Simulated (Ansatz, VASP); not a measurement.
**Two plane-wave programs on Sb2Te4O**

```
CELL_PARAMETERS angstrom
0.00000 3.62092 8.43290
3.30753 0.00000 8.43290
3.30753 3.62092 0.00000
ATOMIC_POSITIONS crystal
Sb 0.00000 0.00000 0.00000
Sb 0.50000 0.50000 0.50000
Te 0.24810 0.24810 0.75190
Te 0.75190 0.75190 0.24810
Te 0.88819 0.88819 0.61181
Te 0.61181 0.61181 0.88819
O 0.25000 0.25000 0.25000
```

Alike in both runs: functional PBE; k mesh 2 × 2 × 2; occupations gaussian, width 0.15 eV; no spin polarisation.

Ansatz relaxed the structure, and its values are those at the end. VASP's run is a single point on that final structure, the one shown.

|  | VASP | Ansatz |
| --- | --- | --- |
| version | VASP 6.6.1 | Ansatz 0.2.0 |
| potentials or method | VASP PAW PBE potentials, release 64 (Sb, Te, O), cutoff 600 eV | scalar-relativistic, plane waves, PAW |
| valence electrons in the cell | 40 | 100 |

VASP gave:

```
gap on the k mesh at the Fermi level (eV) : none
pressure (GPa)                            : 0.0
rms of the force components (eV/Å)        : 0.017
```

**Question.** Which values does Ansatz return?

**Answer.** gap on the k mesh at the Fermi level (eV): none; pressure (GPa): 0.1; rms of the force components (eV/Å): 0.016.

A gap of «none» marks a metal or a gap that the smearing closes. VASP's potentials hold 40 valence electrons a cell and Ansatz's 100, so a difference there can come from the potentials and not from the codes.

The k mesh is coarse, so the values compare programs but aren't converged. Spin-orbit coupling is off throughout.
